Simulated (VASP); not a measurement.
# GePt (zincblende type) (F-43m) in VASP: notebook, part 2 of 2

VASP 6.6.1.

## (4) Relaxation of cell and atoms, PBE, target pressure 23 GPa, at which the enthalpy is minimised

INCAR reads:

```
ALGO = Normal ; EDIFF = 1E-6
EDIFFG = -0.005 ; ENCUT = 600
GGA = PE ; IBRION = 2
ISIF = 3 ; ISMEAR = -1
LASPH = T ; LCHARG = F
LREAL = F ; LWAVE = F
NELM = 60 ; NSW = 32
PREC = Accurate ; PSTRESS = 230.0
SIGMA = 0.1
```

KPOINTS reads:

```
k-points
0
Gamma
  12 12 12
```

POSCAR reads:

```
GePt
1.0
    0.0000000000      2.6720971160      2.6720971160
    2.6720971160      0.0000000000      2.6720971160
    2.6720971160      2.6720971160      0.0000000000
Pt Ge
1 1
Direct
    0.0000000000      0.0000000000      0.0000000000
    0.2500000000      0.2500000000      0.2500000000
```

Potentials or basis: VASP PAW PBE potentials, release 64 (Pt, Ge_d).

Run with:

```console
$ cat potpaw_PBE.64/Pt/POTCAR potpaw_PBE.64/Ge_d/POTCAR > POTCAR
$ mpirun -np 1 vasp_std > vasp.out
```

OUTCAR:

```text
EDIFF = 1E-6
   EDIFFG = -0.005
   ENCUT = 600
   GGA = PE
   IBRION = 2
   ISIF = 3
   ISMEAR = -1
   LASPH = T
   LREAL = F
   NELM = 60
   NSW = 32
   PREC = Accurate
   PSTRESS = 230.0

 ion  position               nearest neighbor table
   1  0.000  0.000  0.000-   2 2.31   2 2.31   2 2.31   2 2.31
   2  0.250  0.250  0.250-   1 2.31   1 2.31   1 2.31   1 2.31

  LATTYP: Found a face centered cubic cell.
 ALAT       =     5.3441942320

  Lattice vectors:

 A1 = (   0.0000000000,   2.6720971160,   2.6720971160)
 A2 = (   2.6720971160,   0.0000000000,   2.6720971160)
 A3 = (   2.6720971160,   2.6720971160,   0.0000000000)

Analysis of symmetry for initial positions (statically):
=====================================================================
 Subroutine PRICEL returns:
 Original cell was already a primitive cell.

 Routine SETGRP: Setting up the symmetry group for a
 face centered cubic supercell.

 Subroutine GETGRP returns: Found 24 space group operations
 (whereof 24 operations were pure point group operations)
 out of a pool of 48 trial point group operations.

The static configuration has the point symmetry T_d .

Analysis of symmetry for dynamics (positions and initial velocities):
=====================================================================
 Subroutine PRICEL returns:
 Original cell was already a primitive cell.

 Routine SETGRP: Setting up the symmetry group for a
 face centered cubic supercell.

 Subroutine GETGRP returns: Found 24 space group operations
 (whereof 24 operations were pure point group operations)
 out of a pool of 48 trial point group operations.

The dynamic configuration has the point symmetry T_d .

 Subroutine INISYM returns: Found 24 space group operations
 (whereof 24 operations are pure point group operations),
 and found     1 'primitive' translations

----------------------------------------------------------------------------------------

                                     Primitive cell

  volume of cell :      38.1581

  direct lattice vectors                    reciprocal lattice vectors
     0.000000000  2.672097116  2.672097116    -0.187118948  0.187118948  0.187118948
     2.672097116  0.000000000  2.672097116     0.187118948 -0.187118948  0.187118948
     2.672097116  2.672097116  0.000000000     0.187118948  0.187118948 -0.187118948

  length of vectors
     3.778915981  3.778915981  3.778915981     0.324099524  0.324099524  0.324099524

  position of ions in fractional coordinates (direct lattice)
     0.000000000  0.000000000  0.000000000
     0.250000000  0.250000000  0.250000000

  ion indices of the primitive-cell ions
   primitive index   ion index
                 1           1
                 2           2

----------------------------------------------------------------------------------------

 KPOINTS: k-points

Automatic generation of k-mesh.
 Grid dimensions read from file:
 generate k-points for:   12   12   12

 Generating k-lattice:

  Cartesian coordinates                     Fractional coordinates (reciprocal lattice)
    -0.015593246  0.015593246  0.015593246     0.083333333  0.000000000  0.000000000
     0.015593246 -0.015593246  0.015593246     0.000000000  0.083333333  0.000000000
     0.015593246  0.015593246 -0.015593246     0.000000000  0.000000000  0.083333333

  Length of vectors
     0.027008294  0.027008294  0.027008294

  Shift w.r.t. Gamma in fractional coordinates (k-lattice)
     0.000000000  0.000000000  0.000000000

 Subroutine IBZKPT returns following result:
 ===========================================

 Found     72 irreducible k-points:

 Following reciprocal coordinates:
            Coordinates               Weight
  0.000000  0.000000  0.000000      1.000000
  0.083333  0.000000  0.000000      8.000000
  0.166667  0.000000  0.000000      8.000000
  0.250000  0.000000  0.000000      8.000000
  0.333333  0.000000  0.000000      8.000000
  0.416667  0.000000  0.000000      8.000000
[... 16 lines left out ...]
  0.500000  0.166667  0.000000     24.000000
 -0.416667  0.166667  0.000000     24.000000
 [... further k-points ...]
   k-points           NKPTS =     72   k-points in BZ     NKDIM =     72   number of bands    NBANDS=     16
   number of dos      NEDOS =    301   number of ions     NIONS =      2
   total plane-waves  NPLWV =  27000
   dimension x,y,z NGX =    30 NGY =   30 NGZ =   30
   dimension x,y,z NGXF=    60 NGYF=   60 NGZF=   60
   ions per type =               1   1
   NGX,Y,Z   is equivalent  to a cutoff of  13.20, 13.20, 13.20 a.u.
   NGXF,Y,Z  is equivalent  to a cutoff of  26.40, 26.40, 26.40 a.u.
 SYSTEM =  unknown system
   PREC   = accura    normal or accurate (medium, high low for compatibility)
   ISTART =      0    job   : 0-new  1-cont  2-samecut
   ICHARG =      2    charge: 1-file 2-atom 10-const
   ISPIN  =      1    spin polarized calculation?
   LNONCOLLINEAR =      F non collinear calculations
   LSORBIT =      F    spin-orbit coupling
   LASPH  =      T    aspherical Exc in radial PAW
   ENCUT  =  600.0 eV  44.10 Ry    6.64 a.u.   7.55  7.55  7.55*2*pi/ulx,y,z
   NELM   =     60;   NELMIN=  2; NELMDL= -5     # of ELM steps
   EDIFF  = 0.1E-05   stopping-criterion for ELM
   LREAL  =      F    real-space projection
   EDIFFG = -.5E-02   stopping-criterion for IOM
   NSW    =     32    number of steps for IOM
   IBRION =      2    ionic relax: 0-MD 1-quasi-New 2-CG
   NFREE  =      1    steps in history (QN), initial steepest desc. (CG)
   ISIF   =      3    stress and relaxation
   ISYM   =      2    0-nonsym 1-usesym 2-fastsym
   POTIM  = 0.5000    time-step for ionic-motion
   TEBEG  =    0.0;   TEEND  =   0.0 temperature during run
   PSTRESS=  230.0 pullay stress
   NELECT =      24.0000    total number of electrons
   NUPDOWN=      -1.0000    fix difference up-down
   EMIN   =  10.00;   EMAX   =-10.00  energy-range for DOS
   EFERMI =   0.00;   METHOD = LEGACY
   ISMEAR =    -1;   SIGMA  =   0.10  broadening in eV -4-tet -1-fermi 0-gaus
   EFERMI_NEDOS =   21; number of points for ismear=-14 and -15
   IALGO  =     38    algorithm
   IMIX   =      4    mixing-type and parameters
     AMIX     =   0.40;   BMIX     =  1.00
     AMIX_MAG =   1.60;   BMIX_MAG =  1.00
  volume/ion in A,a.u.               =      19.08       128.75
  Fermi-wavevector in a.u.,A,eV,Ry     =   1.402651  2.650626 26.768514  1.967430
  Thomas-Fermi vector in A             =   2.525392
   LORBIT       =      0    0 simple, 1 ext, 2 COOP (PROOUT), +10 PAW based schemes
   GGA     = PE    functional components
   LHFCALC =     F    Hartree Fock is set to
   AEXX    =    0.0000 exact exchange contribution
   IVDW    =     0    specifies the selected vdW correction
   LEPSILON=     F    determine dielectric tensor
   LRPA    =     F    only Hartree local field effects (RPA)
 conjugate gradient relaxation of ions
 non-spin polarized calculation
  energy-cutoff  :      600.00
  volume of cell :       38.16
 maximum number of plane-waves:      1303
   NGX = 15   NGY = 15   NGZ = 15

--------------------------------------- Ionic step        1  -------------------------------------------

 number of electron      24.0000014 magnetization

 Free energy of the ion-electron system (eV)
  ---------------------------------------------------
  ext. energy  EPLUGINS =         0.00000000
  ---------------------------------------------------
  free energy    TOTEN  =       -10.61488372 eV

  energy without entropy =      -10.58724232  energy(sigma->0) =      -10.60106302

------------------------ aborting loop because EDIFF is reached ----------------------------------------

  FORCE on cell =-STRESS in cart. coord.  units (eV):
  Direction    XX          YY          ZZ          XY          YZ          ZX
  --------------------------------------------------------------------------------------
  -------------------------------------------------------------------------------------
  Total        5.5334330      5.5334330      5.5334330     -0.0000000     -0.0000000     -0.0000000
  in kB      232.3370819    232.3370819    232.3370819     -0.0000000     -0.0000000     -0.0000000
  external PRESSURE =       2.3370819 kB  Pullay stress =     230.0000000 kB
[... 101 lines left out ...]
--------------------------------------- Ionic step        4  -------------------------------------------

 number of electron      24.0000014 magnetization

 Free energy of the ion-electron system (eV)
  ---------------------------------------------------
  ext. energy  EPLUGINS =         0.00000000
  ---------------------------------------------------
  free energy    TOTEN  =       -10.62158508 eV

  energy without entropy =      -10.59393485  energy(sigma->0) =      -10.60775997

 E-fermi :   7.2576     XC(G=0): -11.2640

 val. band max:        7.2151272167   @ k =  -0.2500   0.1667   0.0000
 cond. band min:       7.3441126525   @ k =  -0.4167   0.3333   0.0833
 fundamental gap:      0.1289854358
 Fermi energy:         7.2575858020

 k-point     1 :       0.0000    0.0000    0.0000
  band No.  band energies     occupation
      1     -17.4324      2.00000
      2     -17.4324      2.00000
      3     -17.4324      2.00000
      4     -17.4016      2.00000
      5     -17.4016      2.00000
      6      -4.5999      2.00000
[... 433 lines left out ...]
      3     -17.4347      2.00000
      4     -17.3971      2.00000
      5     -17.3952      2.00000
      6      -2.5690      2.00000
[... 8 lines left out ...]
     15      13.8964      0.00000
     16      16.5866      0.00000

 [... further k-points ...]
[... 5 lines left out ...]
  --------------------------------------------------------------------------------------
  -------------------------------------------------------------------------------------
  Total        5.4905170      5.4905170      5.4905170      0.0000000     -0.0000000      0.0000000
  in kB      230.2544801    230.2544801    230.2544801      0.0000000     -0.0000000      0.0000000
  external PRESSURE =       0.2544801 kB  Pullay stress =     230.0000000 kB
[... 21 lines left out ...]
  energy  without entropy=      -10.5939348529  energy(sigma->0) =      -10.60775997

  enthalpy is  TOTEN    =        -5.1371362532 eV   P V=        5.4844488316

 reached required accuracy - stopping structural energy minimisation
```

Run time: 3.2 min. Hardware: 1 thread of Intel Xeon 8259CL, shared host; peak memory 0.22 GiB.

Results:

| Quantity | Value |
| --- | --- |
| Free energy | -10.6216 eV |
| Relaxed volume | 19.10 Å³/atom |
| Relaxed cell | a = 3.780 Å, b = 3.780 Å, c = 3.780 Å, α = 60.00°, β = 60.00°, γ = 60.00° |
| Space group after relaxing (to 0.05 Å) | F-43m (No. 216) |
| Energy change on relaxing (the enthalpy is what falls) | -3.4 meV/atom |
| Ionic steps | 4 |
| Pressure after relaxing | 23.0 GPa |
| Band gap on the k mesh | zero (band 12 reaches 12.43 eV, above the bottom of band 13 at 5.96 eV) |

Step by step:
```
step  energy change (eV)  largest force (eV/Å)  pressure (GPa)  volume (Å³)
   1              0.0000                0.0000           23.23        38.16
   2             -0.0219                0.0000           22.53        38.31
   3             -0.0047                0.0000           23.06        38.19
   4             -0.0067                0.0000           23.03        38.20
```

Final structure:
```yaml
crystal:
  lattice:
    - [0.00000, 2.67318, 2.67318]
    - [2.67318, 0.00000, 2.67318]
    - [2.67318, 2.67318, 0.00000]
  atoms:
    - { symbol: Pt, position: [0.00000, 0.00000, 0.00000] }
    - { symbol: Ge, position: [0.25000, 0.25000, 0.25000] }
```

Levels at points of the mesh, in eV from the Fermi level:
```
           k point  band 10  band 11  band 12  band 13  band 14  band 15
(0.00, 0.00, 0.00)    -3.53    -3.53     5.17     6.68     6.68     6.68
(0.50, 0.00, 0.00)    -3.29    -3.29    -2.70     3.48     3.48     5.76
(0.50, 0.50, 0.00)    -3.24    -3.12    -2.31     0.12     0.12     6.58
```

Caveat: the cell is relaxed towards a set pressure, so the enthalpy falls and the energy may rise; spin-orbit coupling is left out, which moves the levels of the heavy elements.

## (5) Summary

```csv
task,cell,cutoff (eV),gap on the mesh (eV),pressure (GPa)
single point,"a = 3.779 Å, angles 60.0°, 2 atoms",520,none,22.8
relaxation of cell and atoms,"relaxed to 23 GPa from a = 3.707 Å, angles 60.0°, 2 atoms",600,none,23.0
relaxation of cell and atoms,"relaxed to 23 GPa from a = 3.779 Å, angles 60.0°, 2 atoms",600,none,23.0
```

Alike in all rows: level PBE; potentials or basis VASP PAW PBE potentials, release 64 (Pt, Ge_d); no spin polarisation; k mesh 12 × 12 × 12; smearing fermi-dirac 0.1 eV.

Caveats: spin-orbit coupling is left out, which moves the levels of the heavy elements; the cell is relaxed towards a set pressure, so the enthalpy falls and the energy may rise (some runs).

Absolute energies hang on the potentials; compare differences alone.
